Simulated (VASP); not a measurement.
**Ga4SbAs3: relaxation of cell and atoms with PBEsol**

Ga4SbAs3:

```
CELL_PARAMETERS angstrom
5.78072 0.00000 0.00000
0.00000 -5.78072 0.00000
0.00000 0.00000 -5.78072
ATOMIC_POSITIONS crystal
Ga 0.99112 0.50888 0.50888
Ga 0.50888 0.99112 0.50888
Ga 0.50888 0.50888 0.99112
Ga 0.99112 0.99112 0.99112
Sb 0.25000 0.25000 0.25000
As 0.75000 0.75000 0.25000
As 0.75000 0.25000 0.75000
As 0.25000 0.75000 0.75000
```

| Property | Result |
| --- | --- |
| Program | VASP 6.6.1 |
| Task | relaxation of cell and atoms |
| Functional | PBEsol |
| Potentials or basis | VASP PAW PBE potentials, release 64 (Ga_d, Sb, As) |
| Cutoff | 600 eV |
| k mesh | 6 × 6 × 6 |
| Occupations | gaussian, width 0.1 eV |
| Spin | no spin polarisation |
| Dipole correction | no |
| Further INCAR settings | ALGO = Fast; EDIFF = 1e-06; IBRION = 2; EDIFFG = -0.005; NSW = 100; ISIF = 3 |

| Quantity | Value |
| --- | --- |
| Relaxed volume | 24.13 Å³/atom |
| Relaxed cell | a = 5.779 Å, b = 5.779 Å, c = 5.779 Å, α = 90.00°, β = 90.00°, γ = 90.00° |
| Space group after relaxing (to 0.1 Å) | P-43m (No. 215) |
| Energy gained by relaxing | 0.1 meV/atom |
| Ionic steps | 3 |
| Pressure after relaxing | 0.0 GPa |
| Band gap on the k mesh | zero (filled and empty bands touch) |

The path:
| step | energy change (eV) | largest force (eV/Å) | pressure (GPa) | volume (Å³) |
| --- | --- | --- | --- | --- |
| 1 | 0.0000 | 0.0648 | -0.02 | 193.17 |
| 2 | -0.0006 | 0.0189 | -0.07 | 193.08 |
| 3 | -0.0006 | 0.0005 | -0.01 | 193.05 |

Final structure:
```
Ga Sb As
1.0
     5.77945    0.00000    0.00000
     0.00000   -5.77945    0.00000
     0.00000    0.00000   -5.77945
Ga Sb As
4 1 3
Direct
  0.99157 0.50843 0.50843
  0.50843 0.99157 0.50843
  0.50843 0.50843 0.99157
  0.99157 0.99157 0.99157
  0.25000 0.25000 0.25000
  0.75000 0.75000 0.25000
  0.75000 0.25000 0.75000
  0.25000 0.75000 0.75000
```

Levels at points of the mesh, in eV from the Fermi level:
| k point | band 32 | band 33 | band 34 | band 35 | band 36 | band 37 | band 38 | band 39 | band 40 | band 41 |
| --- | --- | --- | --- | --- | --- | --- | --- | --- | --- | --- |
| (0.00, 0.00, 0.00) | -2.69 | -2.69 | -0.07 | -0.05 | -0.05 | -0.05 | 1.26 | 1.26 | 1.26 | 1.27 |
| (0.50, 0.00, 0.00) | -3.31 | -2.00 | -2.00 | -1.53 | -1.53 | 1.51 | 1.66 | 2.67 | 3.12 | 4.17 |
| (0.50, 0.50, 0.00) | -3.28 | -1.67 | -1.43 | -1.07 | -1.07 | 2.11 | 2.11 | 2.46 | 2.71 | 4.81 |
| (0.50, 0.50, 0.50) | -1.38 | -1.38 | -0.84 | -0.84 | -0.84 | 0.42 | 0.42 | 0.42 | 1.37 | 4.16 |

Wall time 8.1 min on 1 thread of Oxide Virtual Turin-like Processor, on a shared host, peak memory 0.43 GiB.

Caveat: semilocal functionals underestimate gaps, and a narrow one can read as zero; the PAW data sets were made with another functional, which shifts forces and pressure a little; spin-orbit coupling is left out, which moves the levels of the heavy elements.
